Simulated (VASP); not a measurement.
Input of a VASP 6.6.1 run:

The input INCAR:

```
SYSTEM = TaAs
PREC     = Accurate       ! precision mode
ENCUT    = 500            ! plane-wave cutoff, eV
EDIFF    = 1E-7           ! SCF threshold, eV
ISMEAR   = 0              ! smearing method
SIGMA    = 0.05           ! smearing width, eV
LREAL    = .False.        ! projectors in reciprocal space
LASPH    = .True.         ! aspherical terms in the spheres
NELM     = 120            ! most SCF steps
ALGO     = Normal         ! electronic algorithm
ISIF     = 3              ! what is computed and relaxed
LWAVE    = .False.        ! write WAVECAR
LCHARG   = .False.        ! write CHGCAR
GGA      = PE             ! functional
IBRION   = 2              ! ionic algorithm
NSW      = 50             ! ionic steps
EDIFFG   = -0.01          ! ionic threshold
GGA_COMPAT= .False.      
NELMIN   = 4
```

File KPOINTS:

```
regular mesh
0
Gamma
  16 16 16
  0 0 0
```

POSCAR

```
TaAs
1.0
   -1.7313527948      1.7313527948      5.8680907028
    1.7313527948     -1.7313527948      5.8680907028
    1.7313527948      1.7313527948     -5.8680907028
Ta As
2 2
Direct
    0.5001693557      1.0001693557      0.5000000000
    0.7501693557      0.7501693557      0.0000000000
    0.0824300643      0.5824300643      0.5000000000
    0.3324300643      0.3324300643      0.0000000000
```

Potentials or basis: VASP PAW PBE potentials, release 64 (Ta_pv, As).

Command:

```sh
$ cat potpaw_PBE.64/Ta_pv/POTCAR potpaw_PBE.64/As/POTCAR > POTCAR
$ mpirun -np 1 vasp_std > vasp.out
```

Predict the relaxed volume.

17.63 Å³/atom.

Predict the relaxed cell.

a = 6.363 Å, b = 6.363 Å, c = 6.363 Å, α = 148.39°, β = 148.39°, γ = 45.31°.

Estimate the space group after relaxing (to 0.1 Å).

I4_1md (No. 109).

Final structure:
```
CELL_PARAMETERS angstrom
-1.73281 1.73281 5.87177
1.73281 -1.73281 5.87177
1.73281 1.73281 -5.87177
ATOMIC_POSITIONS crystal
Ta 0.50017 0.00017 0.50000
Ta 0.75017 0.75017 0.00000
As 0.08243 0.58243 0.50000
As 0.33243 0.33243 0.00000
```
